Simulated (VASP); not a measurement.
Set up this calculation in VASP 6.6.1, as the native input.

```yaml
Task: single point
Functional: PBE
Potentials_or_basis: VASP PAW PBE potentials, release 64 (Si, C)
Cutoff: 520 eV
k_mesh: 12 × 12 × 12
Occupations: gaussian, width 0.02 eV
Spin: non-collinear spin, zero start, spin-orbit coupling
Starting_moments: "[[0.0, 0.0, 0.0], [0.0, 0.0, 0.0]] μB"
Dipole_correction: no
Further_INCAR_settings: ALGO = Normal; EDIFF = 1e-06; NBANDS = 20
```

The structure of SiC lies in POSCAR:

```
SiC
1.0
    0.0000000000      2.0525939829      2.0525939829
    2.0525939829      0.0000000000      2.0525939829
    2.0525939829      2.0525939829      0.0000000000
Si C
1 1
Direct
    0.2500000000      0.2500000000      0.2500000000
    0.0000000000      0.0000000000      0.0000000000
```

The input as run:

INCAR

```
ALGO = Normal
EDIFF = 1E-6
ENCUT = 520
GGA = PE
GGA_COMPAT = False
ISIF = 2
ISMEAR = 0
LASPH = True
LCHARG = False
LORBIT = 11
LORBMOM = True
LREAL = False
LSORBIT = True
LWAVE = False
MAGMOM = 0 0 0 0 0 0
NBANDS = 20
NELM = 150
PREC = Accurate
SIGMA = 0.02
```

KPOINTS

```
k-points
0
Gamma
  12 12 12
```

Potentials or basis: VASP PAW PBE potentials, release 64 (Si, C).

Command:

```console
$ cat potpaw_PBE.64/Si/POTCAR potpaw_PBE.64/C/POTCAR > POTCAR
$ mpirun -np 1 vasp_ncl > vasp.out
```

Results of the run:

```yaml
Pressure: 59.8 GPa
Net_moment: 0.00 μB per cell
Valence_electrons_inside_the_program's_atomic_spheres: Si 1.85; C 2.76
```

It took 29 s on 1 thread of Intel(R) Xeon(R) 6975P-C (Granite Rapids), with other jobs on the host, peak memory 0.22 GiB.
